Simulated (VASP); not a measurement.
# MgO2 (R-3m) in VASP: notebook

MgO2 is run at these levels: PBEsol; tasks: single point, relaxation of shape and atoms at fixed volume.

Everything below comes from runs of VASP 6.6.1. Logs are shortened: lines on timing, memory, paths and dates and some standing lists are left out, and cuts for length are marked.

### Step 1. The cell of the first run

It takes space group R-3m (No. 166, trigonal). The conventional cell has a = 3.242 Å, b = 3.242 Å, c = 10.497 Å, α = 90.00°, β = 90.00°, γ = 120.00°. Within 2.8 Å of Mg (site symmetry -3m) lie 6 O at 2.13 Å. Within 2.0 Å of O (site symmetry 3m) lie 1 O at 1.49 Å.

### Step 2. Single point, PBEsol (10.62 Å³/atom)

File INCAR:

```
SYSTEM = MgO2
ALGO = Normal
EDIFF = 1E-7
ENCUT = 520
GGA = PS
ISIF = 2
ISMEAR = 0
LASPH = .True.
LCHARG = .False.
LREAL = .False.
LWAVE = .False.
NBANDS = 14
NELM = 80
PREC = Accurate
SIGMA = 0.02
```

File KPOINTS:

```
k-points
0
Gamma
  12 12 12
  0 0 0
```

File POSCAR:

```
MgO2
1.0
    1.6209301580      0.9358444630      3.4989420143
   -1.6209301580      0.9358444630      3.4989420143
    0.0000000000     -1.8716889261      3.4989420143
Mg O
1 2
Direct
    0.0000000000      0.0000000000      0.0000000000
    0.4292456653      0.4292456653      0.4292456653
    0.5707543347      0.5707543347      0.5707543347
```

Potentials or basis: VASP PAW PBE potentials, release 64 (Mg, O).

On the command line:

```sh
> cat potpaw_PBE.64/Mg/POTCAR potpaw_PBE.64/O/POTCAR > POTCAR
> mpirun -np 1 vasp_std > vasp.out
```

OUTCAR:

```text
SYSTEM = MgO2
   EDIFF = 1E-7
   ENCUT = 520
   GGA = PS
   ISIF = 2
   ISMEAR = 0
   LASPH = .True.
   LREAL = .False.
   NELM = 80
   PREC = Accurate

 ion  position               nearest neighbor table
   1  0.000  0.000  0.000-   3 2.13   2 2.13   3 2.13   3 2.13   2 2.13   2 2.13
   2  0.429  0.429  0.429-   3 1.49   1 2.13   1 2.13   1 2.13
   3  0.571  0.571  0.571-   2 1.49   1 2.13   1 2.13   1 2.13

  LATTYP: Found a trigonal (rhomboedric) cell.
 ALAT       =     3.9680996277
 COS(alpha) =     0.6662713699

  Lattice vectors:

 A1 = (   1.6209301580,   0.9358444630,   3.4989420143)
 A2 = (  -1.6209301580,   0.9358444630,   3.4989420143)
 A3 = (   0.0000000000,  -1.8716889261,   3.4989420143)

Analysis of symmetry for initial positions (statically):
=====================================================================
 Subroutine PRICEL returns:
 Original cell was already a primitive cell.

 Routine SETGRP: Setting up the symmetry group for a
 trigonal (rhombohedral) supercell.

 Subroutine GETGRP returns: Found 12 space group operations
 (whereof 12 operations were pure point group operations)
 out of a pool of 12 trial point group operations.

The static configuration has the point symmetry D_3d.

Analysis of symmetry for dynamics (positions and initial velocities):
=====================================================================
 Subroutine PRICEL returns:
 Original cell was already a primitive cell.

 Routine SETGRP: Setting up the symmetry group for a
 trigonal (rhombohedral) supercell.

 Subroutine GETGRP returns: Found 12 space group operations
 (whereof 12 operations were pure point group operations)
 out of a pool of 12 trial point group operations.

The dynamic configuration has the point symmetry D_3d.

 Subroutine INISYM returns: Found 12 space group operations
 (whereof 12 operations are pure point group operations),
 and found     1 'primitive' translations

----------------------------------------------------------------------------------------

                                     Primitive cell

  volume of cell :      31.8461

  direct lattice vectors                    reciprocal lattice vectors
     1.620930158  0.935844463  3.498942014     0.308464864  0.178092272  0.095266893
    -1.620930158  0.935844463  3.498942014    -0.308464864  0.178092272  0.095266893
     0.000000000 -1.871688926  3.498942014     0.000000000 -0.356184544  0.095266893

  length of vectors
     3.968099628  3.968099628  3.968099628     0.368704774  0.368704774  0.368704774

  position of ions in fractional coordinates (direct lattice)
     0.000000000  0.000000000  0.000000000
     0.429245665  0.429245665  0.429245665
     0.570754335  0.570754335  0.570754335

  ion indices of the primitive-cell ions
   primitive index   ion index
                 1           1
                 2           2
                 3           3

----------------------------------------------------------------------------------------

 KPOINTS: k-points

Automatic generation of k-mesh.
 Grid dimensions read from file:
 generate k-points for:   12   12   12

 Generating k-lattice:

  Cartesian coordinates                     Fractional coordinates (reciprocal lattice)
     0.025705405  0.014841023  0.007938908     0.083333333 -0.000000000  0.000000000
    -0.025705405  0.014841023  0.007938908    -0.000000000  0.083333333  0.000000000
     0.000000000 -0.029682045  0.007938908     0.000000000  0.000000000  0.083333333

  Length of vectors
     0.030725398  0.030725398  0.030725398

  Shift w.r.t. Gamma in fractional coordinates (k-lattice)
     0.000000000  0.000000000  0.000000000

 Subroutine IBZKPT returns following result:
 ===========================================

 Found    189 irreducible k-points:

 Following reciprocal coordinates:
            Coordinates               Weight
  0.000000  0.000000  0.000000      1.000000
  0.083333 -0.000000  0.000000      6.000000
  0.166667 -0.000000  0.000000      6.000000
  0.250000 -0.000000  0.000000      6.000000
  0.333333 -0.000000  0.000000      6.000000
  0.416667  0.000000  0.000000      6.000000
[... 16 lines left out ...]
  0.500000  0.166667 -0.000000     12.000000
 -0.416667  0.166667  0.000000     12.000000
 [... further k-points ...]
   k-points           NKPTS =    189   k-points in BZ     NKDIM =    189   number of bands    NBANDS=     14
   number of dos      NEDOS =    301   number of ions     NIONS =      3
   total plane-waves  NPLWV =  27000
   dimension x,y,z NGX =    30 NGY =   30 NGZ =   30
   dimension x,y,z NGXF=    60 NGYF=   60 NGZF=   60
   ions per type =               1   2
   NGX,Y,Z   is equivalent  to a cutoff of  12.57, 12.57, 12.57 a.u.
   NGXF,Y,Z  is equivalent  to a cutoff of  25.14, 25.14, 25.14 a.u.
 SYSTEM =  MgO2
   PREC   = accura    normal or accurate (medium, high low for compatibility)
   ISTART =      0    job   : 0-new  1-cont  2-samecut
   ICHARG =      2    charge: 1-file 2-atom 10-const
   ISPIN  =      1    spin polarized calculation?
   LNONCOLLINEAR =      F non collinear calculations
   LSORBIT =      F    spin-orbit coupling
   LASPH  =      T    aspherical Exc in radial PAW
   ENCUT  =  520.0 eV  38.22 Ry    6.18 a.u.   7.38  7.38  7.38*2*pi/ulx,y,z
   NELM   =     80;   NELMIN=  2; NELMDL= -5     # of ELM steps
   EDIFF  = 0.1E-06   stopping-criterion for ELM
   LREAL  =      F    real-space projection
   EDIFFG = 0.1E-05   stopping-criterion for IOM
   NSW    =      0    number of steps for IOM
   IBRION =     -1    ionic relax: 0-MD 1-quasi-New 2-CG
   NFREE  =      0    steps in history (QN), initial steepest desc. (CG)
   ISIF   =      2    stress and relaxation
   ISYM   =      2    0-nonsym 1-usesym 2-fastsym
   POTIM  = 0.5000    time-step for ionic-motion
   TEBEG  =    0.0;   TEEND  =   0.0 temperature during run
   PSTRESS=    0.0 pullay stress
   NELECT =      14.0000    total number of electrons
   NUPDOWN=      -1.0000    fix difference up-down
   EMIN   =  10.00;   EMAX   =-10.00  energy-range for DOS
   EFERMI =   0.00;   METHOD = LEGACY
   ISMEAR =     0;   SIGMA  =   0.02  broadening in eV -4-tet -1-fermi 0-gaus
   EFERMI_NEDOS =   21; number of points for ismear=-14 and -15
   IALGO  =     38    algorithm
   IMIX   =      4    mixing-type and parameters
     AMIX     =   0.40;   BMIX     =  1.00
     AMIX_MAG =   1.60;   BMIX_MAG =  1.00
  volume/ion in A,a.u.               =      10.62        71.64
  Fermi-wavevector in a.u.,A,eV,Ry     =   1.244798  2.352327 21.082525  1.549522
  Thomas-Fermi vector in A             =   2.379049
   LORBIT       =      0    0 simple, 1 ext, 2 COOP (PROOUT), +10 PAW based schemes
   GGA     = PS    functional components
   LHFCALC =     F    Hartree Fock is set to
   AEXX    =    0.0000 exact exchange contribution
   IVDW    =     0    specifies the selected vdW correction
   LEPSILON=     F    determine dielectric tensor
   LRPA    =     F    only Hartree local field effects (RPA)
 non-spin polarized calculation
 Gauss-broadening in eV      SIGMA  =   0.02
  energy-cutoff  :      520.00
  volume of cell :       31.85
 maximum number of plane-waves:       872
 NGX is ok and might be reduce to    30
   NGX = 15   NGY = 15   NGZ = 15

 number of electron      14.0000000 magnetization

 Free energy of the ion-electron system (eV)
  ---------------------------------------------------
  ext. energy  EPLUGINS =         0.00000000
  ---------------------------------------------------
  free energy    TOTEN  =       -17.18211613 eV

  energy without entropy =      -17.18211613  energy(sigma->0) =      -17.18211613

 E-fermi :   2.6063     XC(G=0): -10.3313

 val. band max:        2.4944306586   @ k =   0.5000   0.5000   0.5000
 cond. band min:       4.7620544859   @ k =   0.5000   0.5000   0.5000
 fundamental gap:      2.2676238273
 Fermi energy:         2.6063009565

 k-point     1 :       0.0000    0.0000    0.0000
  band No.  band energies     occupation
      1     -18.7976      2.00000
      2     -11.9344      2.00000
      3      -5.1857      2.00000
      4      -0.9070      2.00000
      5      -0.9070      2.00000
      6       1.7070      2.00000
      7       1.7070      2.00000
      8       6.7614      0.00000
      9       7.3717      0.00000
     10      14.3257      0.00000
     11      16.0649      0.00000
     12      16.9292      0.00000
     13      16.9292      0.00000
     14      18.5567      0.00000

 k-point     2 :       0.0833   -0.0000    0.0000
  band No.  band energies     occupation
      1     -18.7682      2.00000
      2     -11.9543      2.00000
      3      -5.1360      2.00000
      4      -1.0995      2.00000
      5      -0.9294      2.00000
      6       1.6600      2.00000
      7       1.6753      2.00000
      8       6.9527      0.00000
      9       7.4394      0.00000
     10      14.3427      0.00000
     11      16.1825      0.00000
     12      16.2061      0.00000
     13      17.1151      0.00000
     14      18.2532      0.00000

 k-point     3 :       0.1667   -0.0000    0.0000
  band No.  band energies     occupation
      1     -18.6872      2.00000
      2     -12.0082      2.00000
      3      -4.9981      2.00000
      4      -1.5911      2.00000
      5      -0.9898      2.00000
      6       1.5524      2.00000
      7       1.5897      2.00000
      8       7.1402      0.00000
      9       7.9080      0.00000
     10      14.3986      0.00000
     11      14.9825      0.00000
     12      16.5164      0.00000
     13      17.5669      0.00000
     14      17.6562      0.00000

 k-point     4 :       0.2500   -0.0000    0.0000
  band No.  band energies     occupation
      1     -18.5731      2.00000
      2     -12.0820      2.00000
      3      -4.7992      2.00000
      4      -2.2120      2.00000
      5      -1.0698      2.00000
      6       1.4524      2.00000
      7       1.4746      2.00000
      8       7.0772      0.00000
      9       8.7867      0.00000
     10      13.8922      0.00000
     11      14.5290      0.00000
     12      16.6097      0.00000
     13      17.1226      0.00000
     14      18.4747      0.00000

 k-point     5 :       0.3333   -0.0000    0.0000
  band No.  band energies     occupation
      1     -18.4549      2.00000
      2     -12.1562      2.00000
      3      -4.5681      2.00000
      4      -2.8194      2.00000
      5      -1.1473      2.00000
      6       1.3618      2.00000
      7       1.4051      2.00000
      8       6.9196      0.00000
      9       9.7199      0.00000
     10      13.0727      0.00000
     11      14.6393      0.00000
[... 276 lines left out ...]
 k-point    22 :       0.4167    0.1667   -0.0000
  band No.  band energies     occupation
      1     -18.3703      2.00000
      2     -12.3444      2.00000
      3      -4.1565      2.00000
      4      -2.9055      2.00000
      5      -1.4728      2.00000
      6       0.9962      2.00000
      7       1.7667      2.00000
      8       6.5830      0.00000
      9      10.5292      0.00000
     10      12.6051      0.00000
     11      14.1100      0.00000
     12      16.4597      0.00000
     13      17.4491      0.00000
     14      19.1284      0.00000

 k-point    23 :       0.5000    0.1667   -0.0000
  band No.  band energies     occupation
      1     -18.3068      2.00000
      2     -12.3357      2.00000
      3      -4.0327      2.00000
      4      -3.2582      2.00000
      5      -1.5652      2.00000
      6       1.0009      2.00000
      7       1.5821      2.00000
      8       6.5762      0.00000
      9      11.3733      0.00000
     10      12.1521      0.00000
     11      14.4238      0.00000
     12      16.4758      0.00000
     13      17.0182      0.00000
     14      19.2821      0.00000

 k-point    24 :      -0.4167    0.1667    0.0000
  band No.  band energies     occupation
      1     -18.2968      2.00000
      2     -12.2824      2.00000
      3      -4.1842      2.00000
      4      -3.2056      2.00000
      5      -1.6177      2.00000
      6       1.0645      2.00000
      7       1.3738      2.00000
      8       6.6727      0.00000
      9      11.4182      0.00000
     10      12.3328      0.00000
     11      14.7045      0.00000
     12      16.4859      0.00000
     13      16.7555      0.00000
     14      19.2438      0.00000

 [... further k-points ...]

------------------------ aborting loop because EDIFF is reached ----------------------------------------

  FORCE on cell =-STRESS in cart. coord.  units (eV):
  Direction    XX          YY          ZZ          XY          YZ          ZX
  --------------------------------------------------------------------------------------
  -------------------------------------------------------------------------------------
  Total       -1.4541653     -1.4541653     -1.1361536      0.0000000      0.0000000      0.0000000
  in kB      -73.1591078    -73.1591078    -57.1599280      0.0000000      0.0000000      0.0000000
  external PRESSURE =     -67.8260479 kB  Pullay stress =       0.0000000 kB

 VOLUME and BASIS-vectors are now :
 -----------------------------------------------------------------------------
  energy-cutoff  :      520.00
  volume of cell :       31.85
      direct lattice vectors                 reciprocal lattice vectors
     1.620930158  0.935844463  3.498942014     0.308464864  0.178092272  0.095266893
    -1.620930158  0.935844463  3.498942014    -0.308464864  0.178092272  0.095266893
     0.000000000 -1.871688926  3.498942014     0.000000000 -0.356184544  0.095266893

 POSITION                                       TOTAL-FORCE (eV/Angst)
 -----------------------------------------------------------------------------------
      0.00000      0.00000      0.00000         0.000000      0.000000     -0.000000
      0.00000     -0.00000      4.50572         0.000000      0.000000     -0.192140
      0.00000     -0.00000      5.99111         0.000000     -0.000000      0.192140
 -----------------------------------------------------------------------------------
    total drift:                               -0.000000     -0.000000      0.000000

  FREE ENERGIE OF THE ION-ELECTRON SYSTEM (eV)
  ---------------------------------------------------
  free  energy   TOTEN  =       -17.1821161250 eV

  energy  without entropy=      -17.1821161250  energy(sigma->0) =      -17.18211613
```

It took 96 s on 1 thread of Intel Xeon Platinum 8259CL at 2.50GHz (Skylake/Cascade Lake), shared host; peak memory 0.22 GiB.

Results:

- Free energy: -17.1821 eV
- Pressure: -6.8 GPa
- Largest force: 0.192 eV/Å
- Band gap on the k mesh: 2.27 eV

Forces on the atoms (eV/Å):
```
Mg   0.000  0.000  0.000
O    0.000  0.000 -0.192
O    0.000  0.000  0.192
```

Levels at points of the mesh, in eV from the valence-band top:
```
           k point  band 3  band 4  band 5  band 6  band 7  band 8  band 9  band 10  band 11  band 12
(0.00, 0.00, 0.00)   -7.68   -3.40   -3.40   -0.79   -0.79    4.27    4.88    11.83    13.57    14.43
(0.50, 0.00, 0.00)   -6.68   -6.04   -3.72   -1.24   -1.08    4.21    8.29     9.77    12.24    13.65
(0.50, 0.50, 0.00)   -6.04   -5.38   -4.38   -2.13   -0.11    3.54    7.51    10.63    11.95    12.44
(0.50, 0.50, 0.50)   -4.99   -3.90   -3.90    0.00    0.00    2.27    4.70     9.08    13.74    13.74
```

Caveat: the cell stands under tension; the PAW data sets were made with another functional, which shifts forces and pressure a little. A k mesh can miss the band edges.

### Step 3. Single point, PBEsol (11.02 Å³/atom)

This run uses another cell than the first one, of 11.02 Å³/atom.

File INCAR:

```
ALGO = Normal
EDIFF = 1E-7
ENCUT = 520
GGA = PS
ISIF = 2
ISMEAR = 0
LASPH = T
LCHARG = T
LELF = T
LREAL = F
LVHAR = T
LWAVE = F
NBANDS = 14
NELM = 60
PREC = Accurate
SIGMA = 0.02
```

File KPOINTS:

```
k-points
0
Gamma
  12 12 12
```

File POSCAR:

```
MgO2
1.0
    1.6447361384      0.9495888522      3.5266283986
   -1.6447361384      0.9495888522      3.5266283986
    0.0000000000     -1.8991777045      3.5266283986
Mg O
1 2
Direct
    0.0000000000      0.0000000000      0.0000000000
    0.4293693084      0.4293693084      0.4293693084
    0.5706306916      0.5706306916      0.5706306916
```

Potentials or basis: VASP PAW PBE potentials, release 64 (Mg, O).

On the command line:

```sh
> cat potpaw_PBE.64/Mg/POTCAR potpaw_PBE.64/O/POTCAR > POTCAR
> mpirun -np 1 vasp_std > vasp.out
```

It took 96 s on 1 thread of Intel Xeon Platinum 8259CL at 2.50GHz (Skylake/Cascade Lake), shared host; peak memory 0.23 GiB.

The run converged. Its results:

| Item | Value |
| --- | --- |
| Free energy | -17.1182 eV |
| Pressure | -10.2 GPa |
| Largest force | 0.184 eV/Å |
| Band gap on the k mesh | 2.16 eV |

Forces in eV/Å, atoms in the order of the input:
```
Mg   0.000  0.000  0.000
O    0.000  0.000 -0.184
O    0.000  0.000  0.184
```

Stress tensor (GPa, compression positive):
```
-10.68   0.00   0.00
  0.00 -10.68   0.00
  0.00   0.00  -9.20
```

Levels at points of the mesh, in eV from the valence-band top:
```csv
k point,band 3,band 4,band 5,band 6,band 7,band 8,band 9,band 10,band 11,band 12
"(0.00, 0.00, 0.00)",-7.48,-3.34,-3.34,-0.75,-0.75,4.06,4.79,11.57,13.30,14.21
"(0.50, 0.00, 0.00)",-6.52,-5.86,-3.62,-1.20,-1.02,4.13,8.10,9.36,12.00,13.29
"(0.50, 0.50, 0.00)",-5.90,-5.21,-4.28,-2.05,-0.09,3.45,7.36,10.33,11.57,12.12
"(0.50, 0.50, 0.50)",-4.92,-3.81,-3.81,0.00,0.00,2.16,4.61,8.75,13.40,13.40
```

Caveat: the cell stands under tension; the PAW data sets were made with another functional, which shifts forces and pressure a little.

### Step 4. Relaxation of shape and atoms at fixed volume, PBEsol (8.81 Å³/atom)

This run uses another cell than the first one, of 8.81 Å³/atom.

File INCAR:

```
ALGO     = Normal         # electronic algorithm
EDIFF    = 1E-6           # SCF threshold, eV
EDIFFG   = -0.01          # ionic threshold
ENCUT    = 600            # plane-wave cutoff, eV
GGA      = PS             # functional
IBRION   = 2              # ionic algorithm
ISIF     = 4              # what is computed and relaxed
ISMEAR   = 0              # smearing method
LASPH    = True           # aspherical terms in the spheres
LCHARG   = False          # write CHGCAR
LREAL    = False          # projectors in reciprocal space
LWAVE    = False          # write WAVECAR
NELM     = 80             # most SCF steps
NSW      = 50             # ionic steps
PREC     = Accurate       # precision mode
SIGMA    = 0.02           # smearing width, eV
```

KPOINTS is that of step 3.

File POSCAR:

```
MgO2
1.0
    1.5074734625      0.8703402093      3.3584803069
   -1.5074734625      0.8703402093      3.3584803069
    0.0000000000     -1.7406804187      3.3584803069
Mg O
1 2
Direct
    0.0000000000      0.0000000000      0.0000000000
    0.4292205970      0.4292205970      0.4292205970
    0.5707794030      0.5707794030      0.5707794030
```

On the command line:

```sh
> cat potpaw_PBE.64/Mg/POTCAR potpaw_PBE.64/O/POTCAR > POTCAR
> mpirun -np 1 vasp_std > vasp.out
```

Run time: 3.4 min. Hardware: 1 thread of Intel Xeon Platinum 8259CL at 2.50GHz (Skylake/Cascade Lake), shared host; peak memory 0.22 GiB.

Results (log left out):

```
Free energy                  : -17.0138 eV
Energy gained by relaxing    : 1.2 meV/atom
Ionic steps                  : 6
Pressure after relaxing      : 21.0 GPa
Largest force after relaxing : 0.004 eV/Å
Band gap on the k mesh       : 2.78 eV
```

Forces on the atoms (eV/Å):
```
Mg   0.000  0.000  0.000
O    0.000  0.000  0.004
O    0.000  0.000 -0.004
```

The path:
```csv
step,energy change (eV),largest force (eV/Å),pressure (GPa),volume (Å³)
1,0.0000,0.3971,21.74,26.44
2,0.0239,1.2524,19.87,26.44
3,-0.0030,0.0570,21.11,26.44
4,-0.0030,0.0495,21.18,26.44
5,-0.0034,0.0226,21.05,26.44
6,-0.0035,0.0036,20.97,26.44
```

Final structure:
```yaml
crystal:
  lattice:
    - [1.50322, 0.86789, 3.37750]
    - [-1.50322, 0.86789, 3.37750]
    - [0.00000, -1.73577, 3.37750]
  atoms:
    - { symbol: Mg, position: [0.00000, 0.00000, 0.00000] }
    - { symbol: O, position: [0.42903, 0.42903, 0.42903] }
    - { symbol: O, position: [0.57097, 0.57097, 0.57097] }
```

Levels at points of the mesh, in eV from the valence-band top:
```tsv
k point	band 5	band 6	band 7	band 8	band 9	band 10
(0.00, 0.00, 0.00)	-3.74	-1.01	-1.01	5.33	5.38	13.20
(0.50, 0.00, 0.00)	-4.25	-1.51	-1.47	4.58	9.29	11.87
(0.50, 0.50, 0.00)	-4.93	-2.60	-0.28	3.98	8.17	12.30
(0.50, 0.50, 0.50)	-4.38	0.00	0.00	2.78	5.27	10.92
```

Caveat: the PAW data sets were made with another functional, which shifts forces and pressure a little.

[end of part 1 of 2]
